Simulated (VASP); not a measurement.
# MgB2 (P6/mmm) in VASP: a series of runs

Aim: see how the results for MgB2 move with the level of theory and the settings. Levels: PBEsol, LDA. Tasks: elastic constants, single point.

All numbers are computed with VASP 6.6.1; they aren't measurements. Logs are shortened: lines on timing, memory, paths and dates and some standing lists are left out, and cuts for length are marked.

**1. The cell of the first run**

The structure is hexagonal, space group P6/mmm (No. 191). The conventional cell has a = 3.085 Å, b = 3.085 Å, c = 3.523 Å, α = 90.00°, β = 90.00°, γ = 120.00°. Mg (site symmetry 6/mmm) has 12 B at 2.51 Å and 6 Mg at 3.08 to 3.09 Å within 3.3 Å. B (site symmetry -6m2) has 3 B at 1.78 Å within 2.4 Å.

**2. Elastic constants, PBEsol**

The input, INCAR:

```
PREC     = Accurate       # precision mode
ENCUT    = 600            # plane-wave cutoff, eV
EDIFF    = 1E-8           # SCF threshold, eV
ISMEAR   = -1             # smearing method
SIGMA    = 0.05           # smearing width, eV
LREAL    = False          # projectors in reciprocal space
LASPH    = True           # aspherical terms in the spheres
NELM     = 80             # most SCF steps
ALGO     = Normal         # electronic algorithm
ISIF     = 3              # what is computed and relaxed
LWAVE    = False          # write WAVECAR
LCHARG   = True           # write CHGCAR
GGA      = PS             # functional
NBANDS   = 11             # bands
IBRION   = 6              # ionic algorithm
NFREE    = 2            
POTIM    = 0.015          # step
NSW      = 1              # ionic steps
```

The input, KPOINTS:

```
Automatic mesh
0
Gamma
  7 7 6
```

The input, POSCAR:

```
MgB2
1.0
    3.0850000000      0.0000000000      0.0000000000
   -1.5425000000      2.6716883707      0.0000000000
    0.0000000000      0.0000000000      3.5230000000
Mg B
1 2
Direct
    0.0000000000      0.0000000000      0.0000000000
    0.6666666667      0.3333333333      0.5000000000
    0.3333333333      0.6666666667      0.5000000000
```

Potentials or basis: VASP PAW PBE potentials, release 64 (Mg, B).

Launch:

```
$ cat potpaw_PBE.64/Mg/POTCAR potpaw_PBE.64/B/POTCAR > POTCAR
$ mpirun -np 1 vasp_std > vasp.out
```

OUTCAR:

```text
PREC = Accurate
   ENCUT = 600
   EDIFF = 1E-8
   ISMEAR = -1
   LREAL = False
   LASPH = True
   NELM = 80
   ISIF = 3
   GGA = PS
   IBRION = 6
   NFREE = 2
   POTIM = 0.015
   NSW = 1

 ion  position               nearest neighbor table
   1  0.000  0.000  0.000-   2 2.51   3 2.51   2 2.51   3 2.51   2 2.51   2 2.51   3 2.51   3 2.51
                             2 2.51   2 2.51   3 2.51   3 2.51
   2  0.667  0.333  0.500-   3 1.78   3 1.78   3 1.78   1 2.51   1 2.51   1 2.51   1 2.51   1 2.51
                             1 2.51
   3  0.333  0.667  0.500-   2 1.78   2 1.78   2 1.78   1 2.51   1 2.51   1 2.51   1 2.51   1 2.51
                             1 2.51

  LATTYP: Found a hexagonal cell.
 ALAT       =     3.0850000000
 C/A-ratio  =     1.1419773096

  Lattice vectors:

 A1 = (   3.0850000000,   0.0000000000,   0.0000000000)
 A2 = (  -1.5425000000,   2.6716883707,   0.0000000000)
 A3 = (   0.0000000000,   0.0000000000,   3.5230000000)

Analysis of symmetry for initial positions (statically):
=====================================================================
 Subroutine PRICEL returns:
 Original cell was already a primitive cell.

 Routine SETGRP: Setting up the symmetry group for a
 hexagonal supercell.

 Subroutine GETGRP returns: Found 24 space group operations
 (whereof 24 operations were pure point group operations)
 out of a pool of 24 trial point group operations.

The static configuration has the point symmetry D_6h.

Analysis of symmetry for dynamics (positions and initial velocities):
=====================================================================
 Subroutine PRICEL returns:
 Original cell was already a primitive cell.

 Routine SETGRP: Setting up the symmetry group for a
 hexagonal supercell.

 Subroutine GETGRP returns: Found 24 space group operations
 (whereof 24 operations were pure point group operations)
 out of a pool of 24 trial point group operations.

The dynamic configuration has the point symmetry D_6h.

 Subroutine INISYM returns: Found 24 space group operations
 (whereof 24 operations are pure point group operations),
 and found     1 'primitive' translations

----------------------------------------------------------------------------------------

                                     Primitive cell

  volume of cell :      29.0371

  direct lattice vectors                    reciprocal lattice vectors
     3.085000000  0.000000000  0.000000000     0.324149109  0.187147575  0.000000000
    -1.542500000  2.671688371  0.000000000     0.000000000  0.374295150  0.000000000
     0.000000000  0.000000000  3.523000000     0.000000000  0.000000000  0.283848992

  length of vectors
     3.085000000  3.085000000  3.523000000     0.374295150  0.374295150  0.283848992

  position of ions in fractional coordinates (direct lattice)
     0.000000000  0.000000000  0.000000000
     0.666666667  0.333333333  0.500000000
     0.333333333  0.666666667  0.500000000

  ion indices of the primitive-cell ions
   primitive index   ion index
                 1           1
                 2           2
                 3           3

----------------------------------------------------------------------------------------

 KPOINTS: Automatic mesh

Automatic generation of k-mesh.
 Grid dimensions read from file:
 generate k-points for:    7    7    6

 Generating k-lattice:

  Cartesian coordinates                     Fractional coordinates (reciprocal lattice)
     0.046307016  0.026735368  0.000000000     0.142857143  0.000000000  0.000000000
     0.000000000  0.053470736  0.000000000     0.000000000  0.142857143  0.000000000
     0.000000000  0.000000000  0.047308165     0.000000000  0.000000000  0.166666667
[... 115 lines left out ...]
  in kB      -39.2993661    -39.2993661    -18.9066088     -0.0000000      0.0000000      0.0000000
  external PRESSURE =     -32.5017803 kB  Pullay stress =       0.0000000 kB
[... 92 lines left out ...]
  FREE ENERGIE OF THE ION-ELECTRON SYSTEM (eV)
  ---------------------------------------------------
  free  energy   TOTEN  =       -16.2300241210 eV

  energy  without entropy=      -16.2235131060  energy(sigma->0) =      -16.22676861

[... ionic steps 4 to 18 ...]

--------------------------------------- Ionic step       19  -------------------------------------------

 number of electron       8.0000000 magnetization

------------------------ aborting loop because EDIFF is reached ----------------------------------------
[... 69 lines left out ...]
--------------------------------------- Ionic step       21  -------------------------------------------

 number of electron       8.0000000 magnetization

 Free energy of the ion-electron system (eV)
  ---------------------------------------------------
  ext. energy  EPLUGINS =         0.00000000
  ---------------------------------------------------
  free energy    TOTEN  =       -16.22667125 eV

  energy without entropy =      -16.21973163  energy(sigma->0) =      -16.22320144

 E-fermi :   5.0525     XC(G=0): -10.9948

 val. band max:        5.0334547967   @ k =   0.4286   0.0000   0.0000
 cond. band min:       5.0892287333   @ k =   0.1429  -0.0000   0.3333
 fundamental gap:      0.0557739366
 Fermi energy:         5.0525471174

 k-point     1 :       0.0000    0.0000    0.0000
  band No.  band energies     occupation
      1      -7.2127      2.00000
      2       2.2603      2.00000
      3       5.5557      0.00009
      4       5.5557      0.00009
      5       6.8319      0.00000
      6      11.4604      0.00000
      7      11.4604      0.00000
      8      13.3112      0.00000
      9      15.1375      0.00000
     10      17.7367      0.00000
     11      21.3003      0.00000
[... 309 lines left out ...]
 k-point    24 :       0.2857    0.2857    0.3333
  band No.  band energies     occupation
      1      -2.5036      2.00000
      2      -0.6468      2.00000
      3       0.3277      2.00000
      4       2.9181      2.00000
      5       4.9364      1.82139
      6       9.8772      0.00000
      7      15.0436      0.00000
      8      15.5763      0.00000
      9      16.2839      0.00000
     10      18.2554      0.00000
     11      19.6395      0.00000

 [... further k-points ...]

------------------------ aborting loop because EDIFF is reached ----------------------------------------

  FORCE on cell =-STRESS in cart. coord.  units (eV):
  Direction    XX          YY          ZZ          XY          YZ          ZX
  --------------------------------------------------------------------------------------
  -------------------------------------------------------------------------------------
  Total       -0.7109825     -0.7109825     -0.3419922      0.0000000      0.0000000      0.0000000
  in kB      -39.2297825    -39.2297825    -18.8700576      0.0000000      0.0000000      0.0000000
  external PRESSURE =     -32.4432075 kB  Pullay stress =       0.0000000 kB
[... 18 lines left out ...]
  FREE ENERGIE OF THE ION-ELECTRON SYSTEM (eV)
  ---------------------------------------------------
  free  energy   TOTEN  =       -16.2266712525 eV

  energy  without entropy=      -16.2197316280  energy(sigma->0) =      -16.22320144

 INTERNAL STRAIN TENSORS FROM STRAINED CELLS
 ============================================

 INTERNAL STRAIN TENSOR FOR ION    1 for displacements in x,y,z  (eV/Angst):
          X           Y           Z          XY          YZ          ZX
  --------------------------------------------------------------------------------
  x    -0.00000     0.00000    -0.00000     0.00000     0.00000    -0.00000
  y     0.00000    -0.00000     0.00000    -0.00000     0.00000     0.00000
  z     0.00000     0.00000    -0.00000     0.00000     0.00000     0.00000

 INTERNAL STRAIN TENSORS FROM DISPLACED ATOMS
 ============================================

 INTERNAL STRAIN TENSOR FOR ION    1 for displacements in x,y,z  (eV/Angst):
          X           Y           Z          XY          YZ          ZX
  --------------------------------------------------------------------------------
  x     0.00000     0.00000     0.00000     0.00000     0.00000     0.00000
  y     0.00000     0.00000     0.00000     0.00000     0.00000     0.00000
  z     0.00000     0.00000     0.00000     0.00000     0.00000     0.00000

 INTERNAL STRAIN TENSOR FOR ION    3 for displacements in x,y,z  (eV/Angst):
          X           Y           Z          XY          YZ          ZX
  --------------------------------------------------------------------------------
  x    -0.00000    -0.00000     0.00000    -4.28647     0.00000     0.00000
  y    -4.28647     4.28647     0.00000     0.00000     0.00000     0.00000
  z     0.00000     0.00000     0.00000     0.00000     0.00000     0.00000

 Eigenvectors and eigenvalues of the dynamical matrix
 ----------------------------------------------------

   1 f  =   20.288475 THz   127.476248 2PiTHz  676.750683 cm-1    83.906353 meV
             X         Y         Z           dx          dy          dz
      0.000000  0.000000  0.000000    -0.000000    0.000000   -0.000000
      1.542500  0.890563  1.761500    -0.000000    0.000000   -0.707107
     -0.000000  1.781126  1.761500     0.000000   -0.000000    0.707107
[... 43 lines left out ...]
   9 f/i=    0.000170 THz     0.001067 2PiTHz    0.005666 cm-1     0.000703 meV
             X         Y         Z           dx          dy          dz
      0.000000  0.000000  0.000000     0.000030    0.000014   -0.727478
      1.542500  0.890563  1.761500     0.000020    0.000009   -0.485168
     -0.000000  1.781126  1.761500     0.000020    0.000009   -0.485168

--------------------------------------------------------------------------------------------------------

 ELASTIC MODULI CONTR FROM IONIC RELAXATION (kBar)
 Direction    XX          YY          ZZ          XY          YZ          ZX
 --------------------------------------------------------------------------------
 XX        -174.1900    174.1900      0.0000     -0.0000      0.0000      0.0000
 YY         174.1900   -174.1900      0.0000      0.0000      0.0000      0.0000
 ZZ           0.0000      0.0000      0.0000      0.0000      0.0000      0.0000
 XY          -0.0000      0.0000      0.0000   -174.1900      0.0000      0.0000
 YZ           0.0000      0.0000      0.0000      0.0000      0.0000      0.0000
 ZX           0.0000      0.0000      0.0000      0.0000      0.0000      0.0000
 --------------------------------------------------------------------------------

 TOTAL ELASTIC MODULI (kBar)
 Direction    XX          YY          ZZ          XY          YZ          ZX
 --------------------------------------------------------------------------------
 XX        3947.1007    707.9659    383.3141     -0.0000      0.0000      0.0000
 YY         707.9659   3947.1007    383.3141      0.0000      0.0000     -0.0000
 ZZ         383.3141    383.3141   2540.8336      0.0000      0.0000      0.0000
 XY          -0.0000      0.0000      0.0000   1619.5674      0.0000     -0.0000
 YZ          -0.0000      0.0000      0.0000      0.0000    735.2157      0.0000
 ZX           0.0000     -0.0000      0.0000     -0.0000      0.0000    735.2157
 --------------------------------------------------------------------------------
```

It took 2.5 min on 1 thread of Intel Xeon 6975P-C (Granite Rapids), shared host; peak memory 0.22 GiB.

What came out:

```yaml
Voigt_bulk_modulus: 149 GPa
Highest_phonon_frequency_at_Γ: 677 cm⁻¹
```

Phonon frequencies in cm⁻¹ (negative: imaginary):
| q point | frequencies |
| --- | --- |
| (0.000, 0.000, 0.000) | 0 0 0 330 330 399 541 541 677 |

Elastic tensor in Voigt notation (GPa, in the Cartesian axes of the cell as first typed):
```
395  71  38   0   0   0
 71 395  38   0   0   0
 38  38 254   0   0   0
  0   0   0  74   0   0
  0   0   0   0  74   0
  0   0   0   0   0 162
```

Clamped-ion elastic tensor (GPa):
```
412  53  38   0   0   0
 53 412  38   0   0   0
 38  38 254   0   0   0
  0   0   0  74   0   0
  0   0   0   0  74   0
  0   0   0   0   0 179
```

Caveat: the cell is under stress, which shifts elastic constants; the PAW data sets were made with another functional, which shifts forces and pressure a little.

**3. Single point, LDA**

POSCAR is that of step 2.

The input, INCAR.step1:

```
SYSTEM = MgB2
  PREC = Accurate
  ENCUT = 750
  EDIFF = 1E-6
  ISMEAR = -1
  SIGMA = 0.05
  LREAL = .False.
  LASPH = .True.
  NELM = 120
  ALGO = Normal
  ISIF = 2
  LWAVE = .False.
  LCHARG = .True.
  NBANDS = 15
  GGA_COMPAT = .False.
  NEDOS = 2001
  LORBIT = 11
```

The input, KPOINTS.step1:

```
regular mesh
0
Gamma
  10 10 8
  0 0 0
```

The input, INCAR.step2:

```
SYSTEM = MgB2
  PREC = Accurate
  ENCUT = 750
  EDIFF = 1E-6
  ISMEAR = -5
  SIGMA = 0.05
  LREAL = .False.
  LASPH = .True.
  NELM = 120
  ALGO = Normal
  ISIF = 2
  LWAVE = .False.
  LCHARG = .False.
  LORBIT = 11
  NBANDS = 15
  NEDOS = 2001
  ICHARG = 11
  GGA_COMPAT = .False.
```

The input, KPOINTS.step2:

```
regular mesh
0
Gamma
  15 15 12
  0 0 0
```

Potentials or basis: VASP PAW LDA potentials, release 64 (Mg_sv, B).

Launch:

```
$ cat potpaw_LDA.64/Mg_sv/POTCAR potpaw_LDA.64/B/POTCAR > POTCAR
$ cp INCAR.step1 INCAR
$ cp KPOINTS.step1 KPOINTS
$ mpirun -np 1 vasp_std > vasp.out
$ cp INCAR.step2 INCAR
$ cp KPOINTS.step2 KPOINTS
$ mpirun -np 1 vasp_std > vasp.out
```

Run time: 1.7 min. Hardware: 1 thread of AMD EPYC 7R43 (Zen 3), shared host; peak memory 0.21 GiB.

The run converged. Its results:

```yaml
Valence_electrons_inside_the_program's_atomic_spheres: Mg 8.12; B 1.92
```

Levels at points of the mesh, in eV from the Fermi level:
```tsv
k point	band 6	band 7	band 8	band 9	band 10	band 11
(0.00, 0.00, 0.00)	-2.87	0.41	0.41	1.69	6.32	6.32
(0.00, 0.00, 0.50)	-7.37	0.78	0.78	6.66	6.66	7.93
```

Caveat: tetrahedron occupations give inexact forces and stress in metals.
